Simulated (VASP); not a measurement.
# Y (Im-3m) in VASP: notebook, part 2 of 2

VASP 6.6.1. The steps go on from the part before.

## 5. Single point, PBE (31.78 Å³/atom)

This run uses another cell than the first one, of 31.78 Å³/atom.

The input, INCAR:

```
SYSTEM = Y
ALGO = Normal
EDIFF = 1E-6
ENCUT = 520
GGA = PE
ISIF = 2
ISMEAR = -1
LASPH = .TRUE.
LCHARG = .FALSE.
LREAL = .FALSE.
LWAVE = .FALSE.
NBANDS = 12
NELM = 60
PREC = Accurate
SIGMA = 0.1
```

The input, KPOINTS:

```
k-points
0
G
  12 12 12
  0 0 0
```

The input, POSCAR:

```
Y
1.0
   -1.9954153599      1.9954153599      1.9954153599
    1.9954153599     -1.9954153599      1.9954153599
    1.9954153599      1.9954153599     -1.9954153599
Y
1
Direct
    0.0000000000      0.0000000000      0.0000000000
```

Run with:

```
> cat potpaw_PBE.64/Y_sv/POTCAR > POTCAR
> mpirun -np 1 vasp_std > vasp.out
```

Run time: 14 s. Hardware: 1 thread of AMD EPYC 9R45 (Zen 5), shared host; peak memory 0.16 GiB.

The run converged. Its results:

- Free energy: -6.3446 eV
- Pressure: 1.6 GPa
- Band gap on the k mesh: zero (an odd number of electrons rules out a gap without spin polarisation)

Levels at points of the mesh, in eV from the Fermi level:
```tsv
k point	band 2	band 3	band 4	band 5	band 6	band 7	band 8	band 9
(0.00, 0.00, 0.00)	-22.44	-22.44	-22.44	-4.87	1.70	1.70	1.70	3.69
(0.50, 0.00, 0.00)	-23.05	-22.64	-22.45	-2.04	0.16	0.84	3.63	4.30
(0.50, 0.50, 0.50)	-22.87	-22.87	-22.87	-1.54	-1.54	5.47	5.47	5.47
```

## 6. Single point, PBE (33.10 Å³/atom)

The input, INCAR:

```
PREC     = Accurate       # precision mode
ENCUT    = 520            # plane-wave cutoff, eV
EDIFF    = 1E-6           # SCF threshold, eV
ISMEAR   = -1             # smearing method
SIGMA    = 0.1            # smearing width, eV
LREAL    = F              # projectors in reciprocal space
LASPH    = T              # aspherical terms in the spheres
NELM     = 100            # most SCF steps
ALGO     = Normal         # electronic algorithm
ISIF     = 2              # what is computed and relaxed
LWAVE    = F              # write WAVECAR
LCHARG   = T              # write CHGCAR
GGA      = PE             # functional
LELF     = T              # ELF
LVHAR    = T            
NBANDS   = 12             # bands
```

The input, KPOINTS:

```
regular mesh
0
Gamma
  12 12 12
```

The input, POSCAR:

```
Y
1.0
   -2.0227532140      2.0227532140      2.0227532140
    2.0227532140     -2.0227532140      2.0227532140
    2.0227532140      2.0227532140     -2.0227532140
Y
1
Direct
    0.0000000000      0.0000000000      0.0000000000
```

Potentials or basis: VASP PAW PBE potentials, release 64 (Y_sv).

Run with:

```
> cat potpaw_PBE.64/Y_sv/POTCAR > POTCAR
> mpirun -np 1 vasp_std > vasp.out
```

OUTCAR:

```text
PREC = Accurate
   ENCUT = 520
   EDIFF = 1E-6
   ISMEAR = -1
   LREAL = F
   LASPH = T
   NELM = 100
   ISIF = 2
   GGA = PE

 ion  position               nearest neighbor table
   1  0.000  0.000  0.000-

  LATTYP: Found a body centered cubic cell.
 ALAT       =     4.0455064280

  Lattice vectors:

 A1 = (  -2.0227532140,   2.0227532140,   2.0227532140)
 A2 = (   2.0227532140,  -2.0227532140,   2.0227532140)
 A3 = (   2.0227532140,   2.0227532140,  -2.0227532140)

Analysis of symmetry for initial positions (statically):
=====================================================================
 Subroutine PRICEL returns:
 Original cell was already a primitive cell.

 Routine SETGRP: Setting up the symmetry group for a
 body centered cubic supercell.

 Subroutine GETGRP returns: Found 48 space group operations
 (whereof 48 operations were pure point group operations)
 out of a pool of 48 trial point group operations.

The static configuration has the point symmetry O_h .

Analysis of symmetry for dynamics (positions and initial velocities):
[... 169 lines left out ...]
      4     -19.4782      2.00000
      5      -1.7023      2.00000
      6       4.7539      0.00000
      7       4.7539      0.00000
      8       4.7539      0.00000
      9       6.6529      0.00000
     10       6.6529      0.00000
     11      13.3220      0.00000
     12      13.3220      0.00000
[... 331 lines left out ...]
 k-point    24 :       0.4167    0.0833    0.0833
  band No.  band energies     occupation
      1     -39.7102      2.00000
      2     -19.9753      2.00000
      3     -19.6737      2.00000
      4     -19.5157      2.00000
      5       1.4757      2.00000
      6       3.1475      0.74146
      7       3.5971      0.01306
      8       6.7366      0.00000
      9       7.2458      0.00000
     10       9.2981      0.00000
     11      10.2600      0.00000
     12      11.5850      0.00000

 [... further k-points ...]

------------------------ aborting loop because EDIFF is reached ----------------------------------------

  FORCE on cell =-STRESS in cart. coord.  units (eV):
  Direction    XX          YY          ZZ          XY          YZ          ZX
  --------------------------------------------------------------------------------------
  -------------------------------------------------------------------------------------
  Total       -0.0209004     -0.0209004     -0.0209004      0.0000000      0.0000000      0.0000000
  in kB       -1.0115232     -1.0115232     -1.0115232      0.0000000      0.0000000      0.0000000
  external PRESSURE =      -1.0115232 kB  Pullay stress =       0.0000000 kB

 VOLUME and BASIS-vectors are now :
 -----------------------------------------------------------------------------
  energy-cutoff  :      520.00
  volume of cell :       33.10
      direct lattice vectors                 reciprocal lattice vectors
    -2.022753214  2.022753214  2.022753214     0.000000000  0.247187841  0.247187841
     2.022753214 -2.022753214  2.022753214     0.247187841  0.000000000  0.247187841
     2.022753214  2.022753214 -2.022753214     0.247187841  0.247187841  0.000000000

 POSITION                                       TOTAL-FORCE (eV/Angst)
 -----------------------------------------------------------------------------------
      0.00000      0.00000      0.00000        -0.000000     -0.000000      0.000000
 -----------------------------------------------------------------------------------
    total drift:                                0.000000     -0.000000      0.000000

  FREE ENERGIE OF THE ION-ELECTRON SYSTEM (eV)
  ---------------------------------------------------
  free  energy   TOTEN  =        -6.3505163262 eV

  energy  without entropy=       -6.2705840316  energy(sigma->0) =       -6.31055018
```

It took 14 s on 1 thread of AMD EPYC 9R45 (Zen 5), shared host; peak memory 0.16 GiB.

Results:

```
Free energy            : -6.3505 eV
Pressure               : -0.1 GPa
Band gap on the k mesh : zero (an odd number of electrons rules out a gap without spin polarisation)
```

## 7. Summary

```tsv
cell	k mesh	gap on the mesh (eV)	pressure (GPa)
a = 3.504 Å, angles 109.5°, 1 atom	11 × 11 × 11	none	-0.1
a = 3.357 Å, angles 109.5°, 1 atom	12 × 12 × 12	none	5.8
a = 3.407 Å, angles 109.5°, 1 atom	12 × 12 × 12	none	3.5
a = 3.456 Å, angles 109.5°, 1 atom	12 × 12 × 12	none	1.6
a = 3.504 Å, angles 109.5°, 1 atom	12 × 12 × 12	none	-0.1
```

Alike in all rows: task single point; level PBE; potentials or basis VASP PAW PBE potentials, release 64 (Y_sv); no spin polarisation; cutoff (eV) 520; smearing fermi-dirac 0.1 eV.

Caveats: the cell stands under pressure (at least some runs).

Absolute energies hang on the potentials; compare differences alone.
